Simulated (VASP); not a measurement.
Set up this calculation in VASP 6.6.1, as the native input.

```yaml
Task: single point
Functional: PBE
Potentials_or_basis: VASP PAW PBE potentials, release 64 (Eu, Cd, Cl)
Cutoff: 520 eV
k_mesh: 3 × 3 × 3
Occupations: gaussian, width 0.1 eV
Spin: collinear spin, ferromagnetic start
Starting_moments: "[7.0, 7.0, 0.0, 0.0, 0.0, 0.0, 0.0] μB"
Dipole_correction: no
Further_INCAR_settings: ALGO = Normal; EDIFF = 1e-06; NBANDS = 55
```

The structure of Eu2Cd3Cl2 lies in POSCAR:

```
Eu2Cd3Cl2
1.0
    3.1485052300      1.8177903400      5.0316286400
   -3.1485052300      1.8177903400      5.0316286400
    0.0000000000     -3.6355806900      5.0316286400
Eu Cd Cl
2 3 2
Direct
    0.0000000000      0.0000000000      0.0000000000
    0.5000000000      0.5000000000      0.5000000000
    0.0000000000      0.0000000000      0.5000000000
    0.5000000000      0.0000000000      0.0000000000
    0.0000000000      0.5000000000      0.0000000000
    0.7200654100      0.7200654100      0.7200654100
    0.2799345900      0.2799345900      0.2799345900
```

The cell was built from a structure type or drawn by symmetry, and may not be a known phase.

The input as run:

INCAR

```
PREC = Accurate
ENCUT = 520
EDIFF = 1E-6
ISMEAR = 0
SIGMA = 0.1
LREAL = False
LASPH = True
NELM = 150
ALGO = Normal
ISIF = 2
LWAVE = False
LCHARG = False
ISPIN = 2
MAGMOM = 7 7 0 0 0 0 0
LORBIT = 11
LMAXMIX = 6
GGA = PE
NBANDS = 55
```

KPOINTS

```
regular mesh
0
Gamma
  3 3 3
```

Potentials or basis: VASP PAW PBE potentials, release 64 (Eu, Cd, Cl).

Command:

```sh
$ cat potpaw_PBE.64/Eu/POTCAR potpaw_PBE.64/Cd/POTCAR potpaw_PBE.64/Cl/POTCAR > POTCAR
$ mpirun -np 1 vasp_std > vasp.out
```

It gave:

| Item | Value |
| --- | --- |
| Pressure | 16.0 GPa |
| Largest force | 5.980 eV/Å |
| Net moment | 14.50 μB per cell |
| Site moments | Eu +6.66, +6.64; Cd +0.03; Cl -0.03 μB |
| Valence electrons inside the program's atomic spheres | Eu 14.82, 14.79; Cd 10.47; Cl 5.15 |

Caveat: the k points lie up to 0.41 Å⁻¹ apart; forces of over 1 eV/Å act on the atoms, so gaps and moduli don't describe the material at rest.

Wall time 10 min on 1 thread of Intel Xeon 8259CL, on a shared host, peak memory 0.47 GiB.
